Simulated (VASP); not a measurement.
B, 2 atoms in the cell. The cell holds a sheet with vacuum, 2 atoms: a = 2.917 Å, b = 2.917 Å, c = 23.975 Å, α = 90.00°, β = 90.00°, γ = 120.00°. 

| Property | Result |
| --- | --- |
| Program | VASP 6.6.1 |
| Task | single point |
| Functional | PBE |
| Potentials or basis | VASP PAW PBE potentials, release 64 (B) |
| Cutoff | 520 eV |
| k mesh | 24 × 24 × 1 |
| Occupations | gaussian, width 0.1 eV |
| Spin | no spin polarisation |
| Dipole correction | yes |
| Further INCAR settings | ALGO = Normal; EDIFF = 1e-06; NBANDS = 10 |

Potentials or basis: VASP PAW PBE potentials, release 64 (B).

Launch:

```console
$ cat potpaw_PBE.64/B/POTCAR > POTCAR
$ mpirun -np 1 vasp_std > vasp.out
```

Hardware: 1 thread of Intel(R) Xeon(R) Platinum 8259CL CPU @ 2.50GHz (Skylake/Cascade Lake) (shared host).

**Question.** How long does it take, and how much memory?

**Answer.** It took 96 s on 1 thread of Intel(R) Xeon(R) Platinum 8259CL CPU @ 2.50GHz (Skylake/Cascade Lake), on a shared host, peak memory 0.34 GiB. Counts: scf iterations 19, k points 61.
